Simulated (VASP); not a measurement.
# InSe (C2) in VASP: a series of runs

InSe is run at these levels: PBE; tasks: single point.

Program: VASP 6.6.1. These are calculated values, not measurements. Logs are shortened: lines on timing, memory, paths and dates and some standing lists are left out, and cuts for length are marked.

## 1. The cell of the first run

Symmetry: C2, No. 5, monoclinic system. Conventional cell: a = 11.679 Å, b = 4.221 Å, c = 5.441 Å, α = 90.00°, β = 107.06°, γ = 90.00°. In (site symmetry 1) has 3 Se at 2.66 to 2.75 Å and 1 In at 2.84 Å within 3.5 Å. Se (site symmetry 1) has 3 In at 2.66 to 2.75 Å within 3.5 Å.

## 2. Single point, PBE (atoms displaced along a vibrational mode, the cell strained)

File INCAR:

```
SYSTEM = InSe
  PREC = Accurate
  ENCUT = 520
  EDIFF = 1E-7
  ISMEAR = 0
  SIGMA = 0.05
  LREAL = .False.
  LASPH = .True.
  NELM = 80
  ALGO = Normal
  ISIF = 2
  LWAVE = .False.
  LCHARG = .False.
  GGA = PE
  NBANDS = 27
```

File KPOINTS:

```
regular mesh
0
Gamma
  8 8 6
  0 0 0
```

File POSCAR:

```
InSe
1.0
    5.8392919807     -2.1105356280     -0.0132525201
    5.8392919807      2.1105356280     -0.0132525201
   -1.5847151896      0.0000000000      5.2053697564
In Se
2 2
Direct
    0.8838990171      0.8919028941      0.0533034054
    0.1080971059      0.1161009829      0.9466965946
    0.6721477865      0.6605107405      0.6952062322
    0.3394892595      0.3278522135      0.3047937678
```

Potentials or basis: VASP PAW PBE potentials, release 64 (In_d, Se).

On the command line:

```
$ cat potpaw_PBE.64/In_d/POTCAR potpaw_PBE.64/Se/POTCAR > POTCAR
$ mpirun -np 1 vasp_std > vasp.out
```

OUTCAR:

```text
SYSTEM = InSe
   PREC = Accurate
   ENCUT = 520
   EDIFF = 1E-7
   ISMEAR = 0
   LREAL = .False.
   LASPH = .True.
   NELM = 80
   ISIF = 2
   GGA = PE

 ion  position               nearest neighbor table
   1  0.884  0.892  0.053-   4 2.66   4 2.72   3 2.75   2 2.84   2 3.75   2 3.75
   2  0.108  0.116  0.947-   3 2.66   3 2.72   4 2.75   1 2.84   1 3.75   1 3.75
   3  0.672  0.661  0.695-   2 2.66   2 2.72   1 2.75
   4  0.339  0.328  0.305-   1 2.66   1 2.72   2 2.75

  LATTYP: Found a base centered monoclinic cell.
 ALAT       =    11.6786140385
 B/A-ratio  =     0.3614359754
 C/A-ratio  =     0.4659156917
 COS(beta)  =    -0.2934114441

  Lattice vectors:

 A1 = (   5.8392919807,  -2.1105356280,  -0.0132525201)
 A2 = (   5.8392919807,   2.1105356280,  -0.0132525201)
 A3 = (  -1.5847151896,   0.0000000000,   5.2053697564)

Analysis of symmetry for initial positions (statically):
=====================================================================
 Subroutine PRICEL returns:
 Original cell was already a primitive cell.

 Routine SETGRP: Setting up the symmetry group for a
 base centered monoclinic supercell.

 Subroutine GETGRP returns: Found  2 space group operations
 (whereof  2 operations were pure point group operations)
 out of a pool of  4 trial point group operations.

The static configuration has the point symmetry C_2 .

Analysis of symmetry for dynamics (positions and initial velocities):
=====================================================================
 Subroutine PRICEL returns:
 Original cell was already a primitive cell.

 Routine SETGRP: Setting up the symmetry group for a
 base centered monoclinic supercell.

 Subroutine GETGRP returns: Found  2 space group operations
 (whereof  2 operations were pure point group operations)
 out of a pool of  4 trial point group operations.

The dynamic configuration has the point symmetry C_2 .

 Subroutine INISYM returns: Found  2 space group operations
 (whereof  2 operations are pure point group operations),
 and found     1 'primitive' translations

----------------------------------------------------------------------------------------

                                     Primitive cell

  volume of cell :     128.2137

  direct lattice vectors                    reciprocal lattice vectors
     5.839291981 -2.110535628 -0.013252520     0.085686023 -0.236906685  0.026086128
     5.839291981  2.110535628 -0.013252520     0.085686023  0.236906685  0.026086128
    -1.584715190  0.000000000  5.205369756     0.000436302  0.000000000  0.192242139

  length of vectors
     6.209014986  6.209014986  5.441249538     0.253273288  0.253273288  0.192242634

  position of ions in fractional coordinates (direct lattice)
     0.883899017  0.891902894  0.053303405
     0.108097106  0.116100983  0.946696595
     0.672147786  0.660510741  0.695206232
     0.339489259  0.327852214  0.304793768

  ion indices of the primitive-cell ions
   primitive index   ion index
                 1           1
                 2           2
                 3           3
                 4           4

----------------------------------------------------------------------------------------

 KPOINTS: regular mesh

Automatic generation of k-mesh.
 Grid dimensions read from file:
 generate k-points for:    8    8    6

 Generating k-lattice:

  Cartesian coordinates                     Fractional coordinates (reciprocal lattice)
     0.010710753 -0.029613336  0.003260766     0.125000000  0.000000000  0.000000000
     0.010710753  0.029613336  0.003260766     0.000000000  0.125000000  0.000000000
     0.000072717  0.000000000  0.032040356    -0.000000000 -0.000000000  0.166666667

  Length of vectors
     0.031659161  0.031659161  0.032040439

  Shift w.r.t. Gamma in fractional coordinates (k-lattice)
     0.000000000  0.000000000  0.000000000

 Subroutine IBZKPT returns following result:
 ===========================================

 Found    114 irreducible k-points:

 Following reciprocal coordinates:
            Coordinates               Weight
  0.000000  0.000000  0.000000      1.000000
  0.125000 -0.000000  0.000000      4.000000
  0.250000 -0.000000  0.000000      4.000000
  0.375000 -0.000000  0.000000      4.000000
  0.500000 -0.000000  0.000000      2.000000
  0.125000  0.125000  0.000000      2.000000
[... 16 lines left out ...]
  0.125000 -0.000000  0.166667      4.000000
  0.250000 -0.000000  0.166667      4.000000
 [... further k-points ...]
   k-points           NKPTS =    114   k-points in BZ     NKDIM =    114   number of bands    NBANDS=     27
   number of dos      NEDOS =    301   number of ions     NIONS =      4
   total plane-waves  NPLWV =  92160
   dimension x,y,z NGX =    48 NGY =   48 NGZ =   40
   dimension x,y,z NGXF=    96 NGYF=   96 NGZF=   80
   ions per type =               2   2
   NGX,Y,Z   is equivalent  to a cutoff of  12.85, 12.85, 12.22 a.u.
   NGXF,Y,Z  is equivalent  to a cutoff of  25.70, 25.70, 24.44 a.u.
 SYSTEM =  InSe
   PREC   = accura    normal or accurate (medium, high low for compatibility)
   ISTART =      0    job   : 0-new  1-cont  2-samecut
   ICHARG =      2    charge: 1-file 2-atom 10-const
   ISPIN  =      1    spin polarized calculation?
   LNONCOLLINEAR =      F non collinear calculations
   LSORBIT =      F    spin-orbit coupling
   LASPH  =      T    aspherical Exc in radial PAW
   ENCUT  =  520.0 eV  38.22 Ry    6.18 a.u.  11.54 11.54 10.12*2*pi/ulx,y,z
   NELM   =     80;   NELMIN=  2; NELMDL= -5     # of ELM steps
   EDIFF  = 0.1E-06   stopping-criterion for ELM
   LREAL  =      F    real-space projection
   EDIFFG = 0.1E-05   stopping-criterion for IOM
   NSW    =      0    number of steps for IOM
   IBRION =     -1    ionic relax: 0-MD 1-quasi-New 2-CG
   NFREE  =      0    steps in history (QN), initial steepest desc. (CG)
   ISIF   =      2    stress and relaxation
   ISYM   =      2    0-nonsym 1-usesym 2-fastsym
   POTIM  = 0.5000    time-step for ionic-motion
   TEBEG  =    0.0;   TEEND  =   0.0 temperature during run
   PSTRESS=    0.0 pullay stress
   NELECT =      38.0000    total number of electrons
   NUPDOWN=      -1.0000    fix difference up-down
   EMIN   =  10.00;   EMAX   =-10.00  energy-range for DOS
   EFERMI =   0.00;   METHOD = LEGACY
   ISMEAR =     0;   SIGMA  =   0.05  broadening in eV -4-tet -1-fermi 0-gaus
   EFERMI_NEDOS =   21; number of points for ismear=-14 and -15
   IALGO  =     38    algorithm
   IMIX   =      4    mixing-type and parameters
     AMIX     =   0.40;   BMIX     =  1.00
     AMIX_MAG =   1.60;   BMIX_MAG =  1.00
  volume/ion in A,a.u.               =      32.05       216.31
  Fermi-wavevector in a.u.,A,eV,Ry     =   1.091502  2.062640 16.209668  1.191377
  Thomas-Fermi vector in A             =   2.227749
   LORBIT       =      0    0 simple, 1 ext, 2 COOP (PROOUT), +10 PAW based schemes
   GGA     = PE    functional components
   LHFCALC =     F    Hartree Fock is set to
   AEXX    =    0.0000 exact exchange contribution
   IVDW    =     0    specifies the selected vdW correction
   LEPSILON=     F    determine dielectric tensor
   LRPA    =     F    only Hartree local field effects (RPA)
 non-spin polarized calculation
 Gauss-broadening in eV      SIGMA  =   0.05
  energy-cutoff  :      520.00
  volume of cell :      128.21
 maximum number of plane-waves:      3473
 NGX is ok and might be reduce to    48
   NGX = 23   NGY = 23   NGZ = 21

 number of electron      38.0000002 magnetization

 Free energy of the ion-electron system (eV)
  ---------------------------------------------------
  ext. energy  EPLUGINS =         0.00000000
  ---------------------------------------------------
  free energy    TOTEN  =       -14.05478501 eV

  energy without entropy =      -14.05478501  energy(sigma->0) =      -14.05478501

 E-fermi :   3.3191     XC(G=0):  -8.4692

 val. band max:        3.1145767250   @ k =   0.5000   0.5000   0.0000
 cond. band min:       4.0292416438   @ k =  -0.0000  -0.0000   0.5000
 fundamental gap:      0.9146649188
 Fermi energy:         3.3191461862

 k-point     1 :       0.0000    0.0000    0.0000
  band No.  band energies     occupation
      1     -11.4862      2.00000
      2     -11.3933      2.00000
      3     -11.2471      2.00000
      4     -11.2111      2.00000
      5     -11.1818      2.00000
      6     -11.1771      2.00000
[... 19 lines left out ...]
     26       9.4754      0.00000
     27      10.6802      0.00000

 k-point     2 :       0.1250   -0.0000    0.0000
  band No.  band energies     occupation
      1     -11.4841      2.00000
      2     -11.3922      2.00000
      3     -11.2892      2.00000
      4     -11.1979      2.00000
      5     -11.1942      2.00000
      6     -11.1680      2.00000
[... 19 lines left out ...]
     26       9.3312      0.00000
     27      10.8082      0.00000

 k-point     3 :       0.2500   -0.0000    0.0000
  band No.  band energies     occupation
      1     -11.4825      2.00000
      2     -11.3897      2.00000
      3     -11.3563      2.00000
      4     -11.2170      2.00000
      5     -11.1812      2.00000
      6     -11.1570      2.00000
[... 19 lines left out ...]
     26       9.5545      0.00000
     27      10.4880      0.00000

 k-point     4 :       0.3750   -0.0000    0.0000
  band No.  band energies     occupation
      1     -11.4921      2.00000
      2     -11.4002      2.00000
      3     -11.3830      2.00000
      4     -11.2385      2.00000
      5     -11.1723      2.00000
      6     -11.1650      2.00000
[... 19 lines left out ...]
     26       9.6336      0.00000
     27      10.5874      0.00000

 k-point     5 :       0.5000   -0.0000    0.0000
  band No.  band energies     occupation
      1     -11.5012      2.00000
      2     -11.4087      2.00000
      3     -11.3817      2.00000
      4     -11.2474      2.00000
      5     -11.1728      2.00000
      6     -11.1681      2.00000
[... 19 lines left out ...]
     26       9.2604      0.00000
     27      10.8363      0.00000

 k-point     6 :       0.1250    0.1250    0.0000
  band No.  band energies     occupation
      1     -11.4813      2.00000
      2     -11.3941      2.00000
      3     -11.2529      2.00000
      4     -11.2096      2.00000
      5     -11.1886      2.00000
      6     -11.1806      2.00000
[... 444 lines left out ...]
      1     -11.4580      2.00000
      2     -11.3703      2.00000
      3     -11.2880      2.00000
      4     -11.2672      2.00000
      5     -11.2037      2.00000
      6     -11.1790      2.00000
[... 19 lines left out ...]
     26       9.4009      0.00000
     27      10.4954      0.00000

 k-point    22 :      -0.0000   -0.0000    0.1667
  band No.  band energies     occupation
      1     -11.4891      2.00000
      2     -11.3927      2.00000
      3     -11.2471      2.00000
      4     -11.2106      2.00000
      5     -11.1820      2.00000
      6     -11.1773      2.00000
[... 19 lines left out ...]
     26       9.6036      0.00000
     27      10.4007      0.00000

 k-point    23 :       0.1250   -0.0000    0.1667
  band No.  band energies     occupation
      1     -11.4876      2.00000
      2     -11.3915      2.00000
      3     -11.2879      2.00000
      4     -11.1976      2.00000
      5     -11.1944      2.00000
      6     -11.1682      2.00000
[... 19 lines left out ...]
     26       9.2782      0.00000
     27      10.7090      0.00000

 k-point    24 :       0.2500   -0.0000    0.1667
  band No.  band energies     occupation
      1     -11.4876      2.00000
      2     -11.3893      2.00000
      3     -11.3524      2.00000
      4     -11.2181      2.00000
      5     -11.1805      2.00000
      6     -11.1566      2.00000
[... 19 lines left out ...]
     26       9.7253      0.00000
     27      10.7197      0.00000

 [... further k-points ...]

------------------------ aborting loop because EDIFF is reached ----------------------------------------

  FORCE on cell =-STRESS in cart. coord.  units (eV):
  Direction    XX          YY          ZZ          XY          YZ          ZX
  --------------------------------------------------------------------------------------
  -------------------------------------------------------------------------------------
  Total       -0.6528578     -0.2492209      0.1925988      0.0000000      0.0000000     -0.5257611
  in kB       -8.1582104     -3.1143018      2.4067437      0.0000000      0.0000000     -6.5699909
  external PRESSURE =      -2.9552562 kB  Pullay stress =       0.0000000 kB

 VOLUME and BASIS-vectors are now :
 -----------------------------------------------------------------------------
  energy-cutoff  :      520.00
  volume of cell :      128.21
      direct lattice vectors                 reciprocal lattice vectors
     5.839291981 -2.110535628 -0.013252520     0.085686023 -0.236906685  0.026086128
     5.839291981  2.110535628 -0.013252520     0.085686023  0.236906685  0.026086128
    -1.584715190  0.000000000  5.205369756     0.000436302  0.000000000  0.192242139

 POSITION                                       TOTAL-FORCE (eV/Angst)
 -----------------------------------------------------------------------------------
     10.28496      0.01689      0.25393         0.011108     -0.180427     -0.146452
     -0.19109      0.01689      4.92493        -0.011108     -0.180427      0.146452
      6.68008     -0.02456      3.60114         0.127644      0.180427     -0.127937
      3.41379     -0.02456      1.57772        -0.127644      0.180427      0.127937
 -----------------------------------------------------------------------------------
    total drift:                                0.000000      0.000061     -0.000000

  FREE ENERGIE OF THE ION-ELECTRON SYSTEM (eV)
  ---------------------------------------------------
  free  energy   TOTEN  =       -14.0547850104 eV

  energy  without entropy=      -14.0547850104  energy(sigma->0) =      -14.05478501
```

Run time: 18 min. Hardware: 1 thread of Intel Xeon 8259CL, shared host; peak memory 0.53 GiB.

Results:

* Free energy: -14.0548 eV
* Pressure: -0.3 GPa
* Largest force: 0.255 eV/Å
* Band gap on the k mesh: 0.91 eV (least direct gap 1.07 eV)

Forces on the atoms (eV/Å):
```
In   0.011 -0.180 -0.146
In  -0.011 -0.180  0.146
Se   0.128  0.180 -0.128
Se  -0.128  0.180  0.128
```

Stress tensor (GPa, compression positive):
```
-0.82  0.00 -0.66
 0.00 -0.31  0.00
-0.66  0.00  0.24
```

Caveat: the cell differs from its parent crystal (atoms displaced along a vibrational mode, the cell strained); spin-orbit coupling is left out, which moves the levels of the heavy elements. A k mesh can miss the band edges.

(Continued in part 2 of 2.)
